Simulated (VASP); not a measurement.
# TlCl (Pm-3m) in VASP: single point with PBE

Aim: the single point of TlCl with PBE.

Program: VASP 6.6.1. These are calculated values, not measurements. Logs are shortened: lines on timing, memory, paths and dates and some standing lists are left out, and cuts for length are marked.

**1. The cell of the first run**

Symmetry: Pm-3m, No. 221, cubic system. Conventional cell: a = 3.884 Å, b = 3.884 Å, c = 3.884 Å, α = 90.00°, β = 90.00°, γ = 90.00°. Within 4.4 Å of Tl (site symmetry m-3m) lie 8 Cl at 3.36 Å and 6 Tl at 3.88 Å. Cl (site symmetry m-3m) has 8 Tl at 3.36 Å and 6 Cl at 3.88 Å within 4.4 Å.

**2. Single point, PBE (volume scaled by 1.04)**

Contents of INCAR:

```
ALGO = Normal ; EDIFF = 1E-6
ENCUT = 500 ; GGA = PE
GGA_COMPAT = F ; ISIF = 2
ISMEAR = -1 ; LASPH = T
LCHARG = F ; LREAL = F
LWAVE = F ; NBANDS = 17
NELM = 120 ; PREC = Accurate
SIGMA = 0.02
```

Contents of KPOINTS:

```
k-points
0
Gamma
  8 8 8
```

Contents of POSCAR:

```
TlCl
1.0
    3.8844531542      0.0000000000      0.0000000000
    0.0000000000      3.8844531542      0.0000000000
    0.0000000000      0.0000000000      3.8844531542
Tl Cl
1 1
Direct
    0.0000000000      0.0000000000      0.0000000000
    0.5000000000      0.5000000000      0.5000000000
```

Potentials or basis: VASP PAW PBE potentials, release 64 (Tl_d, Cl).

On the command line:

```
> cat potpaw_PBE.64/Tl_d/POTCAR potpaw_PBE.64/Cl/POTCAR > POTCAR
> mpirun -np 1 vasp_std > vasp.out
```

OUTCAR:

```text
EDIFF = 1E-6
   ENCUT = 500
   GGA = PE
   ISIF = 2
   ISMEAR = -1
   LASPH = T
   LREAL = F
   NELM = 120
   PREC = Accurate

 ion  position               nearest neighbor table
   1  0.000  0.000  0.000-   2 3.36   2 3.36   2 3.36   2 3.36   2 3.36   2 3.36   2 3.36   2 3.36

   2  0.500  0.500  0.500-   1 3.36   1 3.36   1 3.36   1 3.36   1 3.36   1 3.36   1 3.36   1 3.36

  LATTYP: Found a simple cubic cell.
 ALAT       =     3.8844531542

  Lattice vectors:

 A1 = (   3.8844531542,   0.0000000000,   0.0000000000)
 A2 = (   0.0000000000,   3.8844531542,   0.0000000000)
 A3 = (   0.0000000000,   0.0000000000,   3.8844531542)

Analysis of symmetry for initial positions (statically):
=====================================================================
 Subroutine PRICEL returns:
 Original cell was already a primitive cell.

 Routine SETGRP: Setting up the symmetry group for a
 simple cubic supercell.

 Subroutine GETGRP returns: Found 48 space group operations
 (whereof 48 operations were pure point group operations)
 out of a pool of 48 trial point group operations.

The static configuration has the point symmetry O_h .

Analysis of symmetry for dynamics (positions and initial velocities):
=====================================================================
 Subroutine PRICEL returns:
 Original cell was already a primitive cell.

 Routine SETGRP: Setting up the symmetry group for a
 simple cubic supercell.

 Subroutine GETGRP returns: Found 48 space group operations
 (whereof 48 operations were pure point group operations)
 out of a pool of 48 trial point group operations.

The dynamic configuration has the point symmetry O_h .

 Subroutine INISYM returns: Found 48 space group operations
 (whereof 48 operations are pure point group operations),
 and found     1 'primitive' translations

----------------------------------------------------------------------------------------

                                     Primitive cell

  volume of cell :      58.6124

  direct lattice vectors                    reciprocal lattice vectors
     3.884453154  0.000000000  0.000000000     0.257436494  0.000000000  0.000000000
     0.000000000  3.884453154  0.000000000     0.000000000  0.257436494  0.000000000
     0.000000000  0.000000000  3.884453154     0.000000000  0.000000000  0.257436494

  length of vectors
     3.884453154  3.884453154  3.884453154     0.257436494  0.257436494  0.257436494

  position of ions in fractional coordinates (direct lattice)
     0.000000000  0.000000000  0.000000000
     0.500000000  0.500000000  0.500000000

  ion indices of the primitive-cell ions
   primitive index   ion index
                 1           1
                 2           2

----------------------------------------------------------------------------------------

 KPOINTS: k-points

Automatic generation of k-mesh.
 Grid dimensions read from file:
 generate k-points for:    8    8    8

 Generating k-lattice:

  Cartesian coordinates                     Fractional coordinates (reciprocal lattice)
     0.032179562  0.000000000  0.000000000     0.125000000  0.000000000  0.000000000
     0.000000000  0.032179562  0.000000000     0.000000000  0.125000000  0.000000000
     0.000000000  0.000000000  0.032179562     0.000000000  0.000000000  0.125000000

  Length of vectors
     0.032179562  0.032179562  0.032179562

  Shift w.r.t. Gamma in fractional coordinates (k-lattice)
     0.000000000  0.000000000  0.000000000

 Subroutine IBZKPT returns following result:
 ===========================================

 Found     35 irreducible k-points:

 Following reciprocal coordinates:
            Coordinates               Weight
  0.000000  0.000000  0.000000      1.000000
  0.125000  0.000000  0.000000      6.000000
  0.250000  0.000000  0.000000      6.000000
  0.375000  0.000000  0.000000      6.000000
  0.500000  0.000000  0.000000      3.000000
  0.125000  0.125000  0.000000     12.000000
[... 16 lines left out ...]
  0.375000  0.375000  0.125000     24.000000
  0.500000  0.375000  0.125000     24.000000
 [... further k-points ...]
   k-points           NKPTS =     35   k-points in BZ     NKDIM =     35   number of bands    NBANDS=     17
   number of dos      NEDOS =    301   number of ions     NIONS =      2
   total plane-waves  NPLWV =  21952
   dimension x,y,z NGX =    28 NGY =   28 NGZ =   28
   dimension x,y,z NGXF=    56 NGYF=   56 NGZF=   56
   ions per type =               1   1
   NGX,Y,Z   is equivalent  to a cutoff of  11.98, 11.98, 11.98 a.u.
   NGXF,Y,Z  is equivalent  to a cutoff of  23.97, 23.97, 23.97 a.u.
 SYSTEM =  unknown system
   PREC   = accura    normal or accurate (medium, high low for compatibility)
   ISTART =      0    job   : 0-new  1-cont  2-samecut
   ICHARG =      2    charge: 1-file 2-atom 10-const
   ISPIN  =      1    spin polarized calculation?
   LNONCOLLINEAR =      F non collinear calculations
   LSORBIT =      F    spin-orbit coupling
   LASPH  =      T    aspherical Exc in radial PAW
   ENCUT  =  500.0 eV  36.75 Ry    6.06 a.u.   7.08  7.08  7.08*2*pi/ulx,y,z
   NELM   =    120;   NELMIN=  2; NELMDL= -5     # of ELM steps
   EDIFF  = 0.1E-05   stopping-criterion for ELM
   LREAL  =      F    real-space projection
   EDIFFG = 0.1E-04   stopping-criterion for IOM
   NSW    =      0    number of steps for IOM
   IBRION =     -1    ionic relax: 0-MD 1-quasi-New 2-CG
   NFREE  =      0    steps in history (QN), initial steepest desc. (CG)
   ISIF   =      2    stress and relaxation
   ISYM   =      2    0-nonsym 1-usesym 2-fastsym
   POTIM  = 0.5000    time-step for ionic-motion
   TEBEG  =    0.0;   TEEND  =   0.0 temperature during run
   PSTRESS=    0.0 pullay stress
   NELECT =      20.0000    total number of electrons
   NUPDOWN=      -1.0000    fix difference up-down
   EMIN   =  10.00;   EMAX   =-10.00  energy-range for DOS
   EFERMI =   0.00;   METHOD = LEGACY
   ISMEAR =    -1;   SIGMA  =   0.02  broadening in eV -4-tet -1-fermi 0-gaus
   EFERMI_NEDOS =   21; number of points for ismear=-14 and -15
   IALGO  =     38    algorithm
   IMIX   =      4    mixing-type and parameters
     AMIX     =   0.40;   BMIX     =  1.00
     AMIX_MAG =   1.60;   BMIX_MAG =  1.00
  volume/ion in A,a.u.               =      29.31       197.77
  Fermi-wavevector in a.u.,A,eV,Ry     =   1.143988  2.161825 17.806072  1.308709
  Thomas-Fermi vector in A             =   2.280682
   LORBIT       =      0    0 simple, 1 ext, 2 COOP (PROOUT), +10 PAW based schemes
   GGA     = PE    functional components
   LHFCALC =     F    Hartree Fock is set to
   AEXX    =    0.0000 exact exchange contribution
   IVDW    =     0    specifies the selected vdW correction
   LEPSILON=     F    determine dielectric tensor
   LRPA    =     F    only Hartree local field effects (RPA)
 non-spin polarized calculation
  energy-cutoff  :      500.00
  volume of cell :       58.61
 maximum number of plane-waves:      1504
   NGX = 15   NGY = 15   NGZ = 15

 number of electron      19.9999997 magnetization

 Free energy of the ion-electron system (eV)
  ---------------------------------------------------
  ext. energy  EPLUGINS =         0.00000000
  ---------------------------------------------------
  free energy    TOTEN  =        -6.01508655 eV

  energy without entropy =       -6.01508655  energy(sigma->0) =       -6.01508655

 E-fermi :   2.7272     XC(G=0):  -8.9483

 val. band max:        2.2851539824   @ k =   0.5000   0.0000   0.0000
 cond. band min:       4.4624046657   @ k =   0.5000   0.0000   0.0000
 fundamental gap:      2.1772506834
 Fermi energy:         2.7272310752

 k-point     1 :       0.0000    0.0000    0.0000
  band No.  band energies     occupation
      1     -11.2578      2.00000
      2      -7.5746      2.00000
      3      -7.5746      2.00000
      4      -7.3554      2.00000
      5      -7.3554      2.00000
      6      -7.3554      2.00000
[... 9 lines left out ...]
     16      14.4113      0.00000
     17      16.4675      0.00000

 k-point     2 :       0.1250    0.0000    0.0000
  band No.  band energies     occupation
      1     -11.2271      2.00000
      2      -7.5727      2.00000
      3      -7.5512      2.00000
      4      -7.3658      2.00000
      5      -7.3658      2.00000
      6      -7.3544      2.00000
[... 9 lines left out ...]
     16      15.2377      0.00000
     17      16.2971      0.00000

 k-point     3 :       0.2500    0.0000    0.0000
  band No.  band energies     occupation
      1     -11.1506      2.00000
      2      -7.5684      2.00000
      3      -7.4962      2.00000
      4      -7.3906      2.00000
      5      -7.3906      2.00000
      6      -7.3522      2.00000
[... 9 lines left out ...]
     16      15.4312      0.00000
     17      16.3655      0.00000

 k-point     4 :       0.3750    0.0000    0.0000
  band No.  band energies     occupation
      1     -11.0710      2.00000
      2      -7.5641      2.00000
      3      -7.4433      2.00000
      4      -7.4152      2.00000
      5      -7.4152      2.00000
      6      -7.3498      2.00000
[... 9 lines left out ...]
     16      14.5277      0.00000
     17      16.4622      0.00000

 k-point     5 :       0.5000    0.0000    0.0000
  band No.  band energies     occupation
      1     -11.0369      2.00000
      2      -7.5622      2.00000
      3      -7.4253      2.00000
      4      -7.4253      2.00000
      5      -7.4222      2.00000
      6      -7.3489      2.00000
[... 9 lines left out ...]
     16      15.9007      0.00000
     17      16.4611      0.00000

 k-point     6 :       0.1250    0.1250    0.0000
  band No.  band energies     occupation
      1     -11.1985      2.00000
      2      -7.5605      2.00000
      3      -7.5379      2.00000
      4      -7.3741      2.00000
      5      -7.3662      2.00000
      6      -7.3629      2.00000
[... 9 lines left out ...]
     16      14.9517      0.00000
     17      15.6092      0.00000

 k-point     7 :       0.2500    0.1250    0.0000
  band No.  band energies     occupation
      1     -11.1277      2.00000
      2      -7.5523      2.00000
      3      -7.4854      2.00000
      4      -7.3937      2.00000
      5      -7.3890      2.00000
      6      -7.3614      2.00000
[... 9 lines left out ...]
     16      14.7613      0.00000
     17      15.2856      0.00000

 k-point     8 :       0.3750    0.1250    0.0000
  band No.  band energies     occupation
      1     -11.0543      2.00000
      2      -7.5474      2.00000
      3      -7.4318      2.00000
      4      -7.4128      2.00000
      5      -7.4121      2.00000
      6      -7.3586      2.00000
[... 9 lines left out ...]
     16      15.0992      0.00000
     17      15.4225      0.00000
[... 203 lines left out ...]
      1     -11.0077      2.00000
      2      -7.5258      2.00000
      3      -7.4375      2.00000
      4      -7.4024      2.00000
      5      -7.4005      2.00000
      6      -7.3667      2.00000
[... 9 lines left out ...]
     16      14.9636      0.00000
     17      15.1104      0.00000

 k-point    20 :       0.2500    0.2500    0.1250
  band No.  band energies     occupation
      1     -11.0504      2.00000
      2      -7.5029      2.00000
      3      -7.4437      2.00000
      4      -7.4123      2.00000
      5      -7.3935      2.00000
      6      -7.3788      2.00000
[... 9 lines left out ...]
     16      14.8602      0.00000
     17      15.6384      0.00000

 k-point    21 :       0.3750    0.2500    0.1250
  band No.  band energies     occupation
      1     -10.9942      2.00000
      2      -7.4922      2.00000
      3      -7.4323      2.00000
      4      -7.4002      2.00000
      5      -7.3872      2.00000
      6      -7.3825      2.00000
[... 9 lines left out ...]
     16      14.5021      0.00000
     17      15.5447      0.00000

 k-point    22 :       0.5000    0.2500    0.1250
  band No.  band energies     occupation
      1     -10.9704      2.00000
      2      -7.4890      2.00000
      3      -7.4423      2.00000
      4      -7.3914      2.00000
      5      -7.3906      2.00000
      6      -7.3657      2.00000
[... 9 lines left out ...]
     16      14.1534      0.00000
     17      16.3085      0.00000

 k-point    23 :       0.3750    0.3750    0.1250
  band No.  band energies     occupation
      1     -10.9508      2.00000
      2      -7.4722      2.00000
      3      -7.4300      2.00000
      4      -7.4145      2.00000
      5      -7.3861      2.00000
      6      -7.3422      2.00000
[... 9 lines left out ...]
     16      13.9803      0.00000
     17      15.5338      0.00000

 k-point    24 :       0.5000    0.3750    0.1250
  band No.  band energies     occupation
      1     -10.9327      2.00000
      2      -7.4664      2.00000
      3      -7.4332      2.00000
      4      -7.4133      2.00000
      5      -7.3913      2.00000
      6      -7.3200      2.00000
[... 9 lines left out ...]
     16      13.8712      0.00000
     17      15.8802      0.00000

 [... further k-points ...]

------------------------ aborting loop because EDIFF is reached ----------------------------------------

  FORCE on cell =-STRESS in cart. coord.  units (eV):
  Direction    XX          YY          ZZ          XY          YZ          ZX
  --------------------------------------------------------------------------------------
  -------------------------------------------------------------------------------------
  Total        0.0755819      0.0755819      0.0755819      0.0000000     -0.0000000     -0.0000000
  in kB        2.0660400      2.0660400      2.0660400      0.0000000     -0.0000000     -0.0000000
  external PRESSURE =       2.0660400 kB  Pullay stress =       0.0000000 kB

 VOLUME and BASIS-vectors are now :
 -----------------------------------------------------------------------------
  energy-cutoff  :      500.00
  volume of cell :       58.61
      direct lattice vectors                 reciprocal lattice vectors
     3.884453154  0.000000000  0.000000000     0.257436494  0.000000000  0.000000000
     0.000000000  3.884453154  0.000000000     0.000000000  0.257436494  0.000000000
     0.000000000  0.000000000  3.884453154     0.000000000  0.000000000  0.257436494

 POSITION                                       TOTAL-FORCE (eV/Angst)
 -----------------------------------------------------------------------------------
      0.00000      0.00000      0.00000         0.000000      0.000000      0.000000
      1.94223      1.94223      1.94223         0.000000      0.000000      0.000000
 -----------------------------------------------------------------------------------
    total drift:                               -0.000000      0.000000      0.000000

  FREE ENERGIE OF THE ION-ELECTRON SYSTEM (eV)
  ---------------------------------------------------
  free  energy   TOTEN  =        -6.0150865542 eV

  energy  without entropy=       -6.0150865542  energy(sigma->0) =       -6.01508655
```

It used 27 s of CPU time on 1 thread of AMD EPYC 7R13 Processor (Zen 3), with other jobs on the host.

What came out:

```
Free energy            : -6.0151 eV
Pressure               : 0.2 GPa
Band gap on the k mesh : 2.18 eV, direct
```

Levels at points of the mesh, in eV from the valence-band top:
| k point | band 6 | band 7 | band 8 | band 9 | band 10 | band 11 | band 12 | band 13 | band 14 | band 15 |
| --- | --- | --- | --- | --- | --- | --- | --- | --- | --- | --- |
| (0.00, 0.00, 0.00) | -9.64 | -4.46 | -1.35 | -1.35 | -1.35 | 7.68 | 7.68 | 7.68 | 7.94 | 7.94 |
| (0.50, 0.00, 0.00) | -9.63 | -5.21 | -0.95 | -0.95 | 0.00 | 2.18 | 6.56 | 6.56 | 8.94 | 11.45 |
| (0.50, 0.50, 0.00) | -9.58 | -3.31 | -2.72 | -2.72 | -0.90 | 4.86 | 4.86 | 8.31 | 8.45 | 11.44 |
| (0.50, 0.50, 0.50) | -9.58 | -2.20 | -1.82 | -1.82 | -1.82 | 2.69 | 2.69 | 2.69 | 12.64 | 12.64 |

Caveat: spin-orbit coupling is left out, which moves the levels of the heavy elements. A k mesh can miss the band edges.
